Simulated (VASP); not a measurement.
Wanted: the native input for a VASP 6.6.1 run.

- Task: single point
- Functional: r2SCAN
- Potentials or basis: VASP PAW PBE potentials, release 64 (Os, Bi_d)
- Cutoff: 520 eV
- k mesh: 10 × 10 × 10
- Occupations: gaussian, width 0.05 eV
- Spin: no spin polarisation
- Dipole correction: no
- Further INCAR settings: ALGO = Normal; EDIFF = 1e-06; NBANDS = 18

BiOs:

```xyz
2
Lattice="0.0000 2.7337 2.7337 2.7337 0.0000 2.7337 2.7337 2.7337 0.0000" Properties=species:S:1:pos:R:3 pbc="T T T"
Os    2.7337    2.7337    2.7337
Bi    0.0000    0.0000    0.0000
```

The input as run:

POSCAR

```
BiOs
1.0
    0.0000000000      2.7337197257      2.7337197257
    2.7337197257      0.0000000000      2.7337197257
    2.7337197257      2.7337197257      0.0000000000
Os Bi
1 1
Direct
    0.5000000000      0.5000000000      0.5000000000
    0.0000000000      0.0000000000      0.0000000000
```

INCAR.step1

```
SYSTEM = BiOs
ALGO = Normal
EDIFF = 1E-4
ENCUT = 520
GGA = PE
ISMEAR = 0
LASPH = .TRUE.
LCHARG = .FALSE.
LREAL = .FALSE.
LWAVE = .TRUE.
NBANDS = 18
NELM = 60
PREC = Accurate
SIGMA = 0.05
```

INCAR.step2

```
SYSTEM = BiOs
ALGO = Normal
EDIFF = 1E-6
ENCUT = 520
ISIF = 2
ISMEAR = 0
ISTART = 1
LASPH = .TRUE.
LCHARG = .TRUE.
LELF = .TRUE.
LMIXTAU = .TRUE.
LREAL = .FALSE.
LVHAR = .TRUE.
LWAVE = .FALSE.
METAGGA = R2SCAN
NBANDS = 18
NELM = 60
PREC = Accurate
SIGMA = 0.05
```

KPOINTS

```
k-points
0
G
  10 10 10
  0 0 0
```

Potentials or basis: VASP PAW PBE potentials, release 64 (Os, Bi_d).

Launch:

```sh
$ cat potpaw_PBE.64/Os/POTCAR potpaw_PBE.64/Bi_d/POTCAR > POTCAR
$ cp INCAR.step1 INCAR
$ mpirun -np 1 vasp_std > vasp.out
$ cp INCAR.step2 INCAR
$ mpirun -np 1 vasp_std > vasp.out
```

Results of the run:

```yaml
Pressure: 7.0 GPa
Band_gap_on_the_k_mesh: zero (an odd number of electrons rules out a gap without spin polarisation)
```

Caveat: the cell stands under pressure; the PAW data sets were made with another functional, which shifts forces and pressure a little; spin-orbit coupling is left out, which moves the levels of the heavy elements.

It took 84 s on 1 thread of Intel(R) Xeon(R) 6975P-C (Granite Rapids), on a shared host, peak memory 0.2 GiB.
